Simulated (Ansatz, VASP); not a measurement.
**TiAl3: VASP beside Ansatz**

File INCAR:

```
PREC = Accurate
ENCUT = 520
EDIFF = 1E-6
ISMEAR = -1
SIGMA = 0.05
LREAL = F
LASPH = T
NELM = 60
ALGO = Normal
ISIF = 2
LWAVE = F
LCHARG = F
GGA = PS
NBANDS = 18
```

KPOINTS

```
Automatic mesh
0
Gamma
  10 10 10
```

The input POSCAR:

```
TiAl3
1.0
   -1.9237634764      1.9237634764      4.3090184209
    1.9237634764     -1.9237634764      4.3090184209
    1.9237634764      1.9237634764     -4.3090184209
Ti Al
1 3
Direct
    0.0000000000      0.0000000000      0.0000000000
    0.2500000000      0.7500000000      0.5000000000
    0.7500000000      0.2500000000      0.5000000000
    0.5000000000      0.5000000000      0.0000000000
```

File input.yaml:

```yaml
crystal:
  lattice:
    - [-1.9237634764, 1.9237634764, 4.3090184209]
    - [1.9237634764, -1.9237634764, 4.3090184209]
    - [1.9237634764, 1.9237634764, -4.3090184209]
  atoms:
    - { symbol: Ti, position: [0.0, 0.0, 0.0] }
    - { symbol: Al, position: [0.25, 0.75, 0.5] }
    - { symbol: Al, position: [0.75, 0.25, 0.5] }
    - { symbol: Al, position: [0.5, 0.5, 0.0] }
kpoints:
  mp_grid: { grid: [10, 10, 10] }
scf:
  occupations: { method: fermi_dirac, width: 0.05 }
hamiltonian:
  xc: pbesol
  pseudopotentials: { kind: all_electron, lapw: { basis_error: 0.002 } }
output:
  forces: true
  stress: true
  eigenvalues: true
```

Change from the starting cell: volume scaled by 1.02.

Alike in both runs: task single point; functional PBEsol; k mesh 10 × 10 × 10; occupations fermi-dirac, width 0.05 eV; no spin polarisation.

|  | VASP | Ansatz |
| --- | --- | --- |
| version | VASP 6.6.1 | Ansatz 0.2.0 |
| potentials or method | VASP PAW PBE potentials, release 64 (Ti_sv, Al), cutoff 520 eV | all-electron LAPW, scalar-relativistic |

```tsv
	VASP	Ansatz	Ansatz less VASP
gap on the k mesh at the Fermi level (eV)	none	none	-
pressure (GPa)	-2.6	-2.6	-0.01
```

VASP's potentials were made for PBE, not for PBEsol. A gap of «none» marks a metal or a gap that the smearing closes. Ansatz ran all-electron here, and VASP with PAW potentials.
